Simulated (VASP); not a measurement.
The system is Al2O3.

```
Al O
1.0
     2.37850    1.37323    4.32923
    -2.37850    1.37323    4.32923
     0.00000   -2.74646    4.32923
Al O
4 6
Cartesian
  0.0000 0.0000 11.0678
  0.0000 0.0000 8.4137
  0.0000 0.0000 1.9198
  0.0000 0.0000 4.5740
  -0.9217 -1.3732 5.4115
  1.6501 -0.1116 5.4115
  -0.7284 1.4848 5.4115
  0.9217 1.3732 7.5762
  -1.6501 0.1116 7.5762
  0.7284 -1.4848 7.5762
```

```yaml
Program: VASP 6.6.1
Task: relaxation of cell and atoms
Functional: PBE
Potentials_or_basis: VASP PAW PBE potentials, release 64 (Al, O)
Cutoff: 600 eV
k_mesh: 6 × 6 × 6
Occupations: gaussian, width 0.02 eV
Spin: no spin polarisation
```

At the start: pressure 7.4 GPa; volume 8.48 Å³/atom.

Problem. How do energy, volume and symmetry change on relaxing?

Solution. Over 7 steps the energy falls by 5.9 meV/atom and the volume is 8.75 Å³/atom (+3.1 %); space group R-3c (No. 167, to 0.05 Å).

Step by step:
```
step  energy change (eV)  largest force (eV/Å)  pressure (GPa)  volume (Å³)
   1              0.0000                0.0255            7.42        84.84
   2             -0.0153                0.0580           -5.76        89.76
   3             -0.0586                0.0217           -0.01        87.44
   4             -0.0586                0.0209            0.13        87.38
   5             -0.0587                0.0008            0.12        87.40
   6             -0.0587                0.0007            0.12        87.40
   7             -0.0587                0.0013           -0.08        87.47
```

Final structure:
```
CELL_PARAMETERS angstrom
2.40328 1.38753 4.37177
-2.40328 1.38753 4.37177
0.00000 -2.77507 4.37177
ATOMIC_POSITIONS crystal
Al 0.85216 0.85216 0.85216
Al 0.64784 0.64784 0.64784
Al 0.14784 0.14784 0.14784
Al 0.35216 0.35216 0.35216
O 0.05617 0.44383 0.75000
O 0.75000 0.05617 0.44383
O 0.44383 0.75000 0.05617
O 0.94383 0.55617 0.25000
O 0.25000 0.94383 0.55617
O 0.55617 0.25000 0.94383
```
